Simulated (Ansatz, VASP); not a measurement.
# One calculation of Sb, two programs

```xyz
1
Lattice="3.1600 0.0000 0.0000 0.0000 3.1600 -0.0474 0.0000 -0.0474 3.1600" Properties=species:S:1:pos:R:3 pbc="T T T"
Sb    0.0000    0.0000    0.0000
```

Change from the starting cell: strain -0.0300 x Voigt [0, 0, 0, 1, 0, 0], atoms carried along.

Alike in both runs: task single point; functional PBEsol; k mesh 16 × 16 × 16; occupations gaussian, width 0.15 eV; no spin polarisation.

```csv
,VASP,Ansatz
version,VASP 6.6.1,Ansatz 0.2.0
potentials or method,"VASP PAW PBE potentials, release 64 (Sb), cutoff 520 eV","scalar-relativistic, plane waves, PAW"
valence electrons in the cell,5,15
```

```csv
,VASP,Ansatz,Ansatz less VASP
gap on the k mesh at the Fermi level (eV),none,none,-
pressure (GPa),-4.9,-4.9,-0.03
"traceless stress, the component that is largest in VASP (GPa)",0.47,0.47,+0.001
```

VASP's potentials were made for PBE, not for PBEsol. A gap of «none» marks a metal or a gap that the smearing closes. VASP's potentials hold 5 valence electrons a cell and Ansatz's 15, so a difference there can come from the potentials and not from the codes.

Spin-orbit coupling is off throughout.
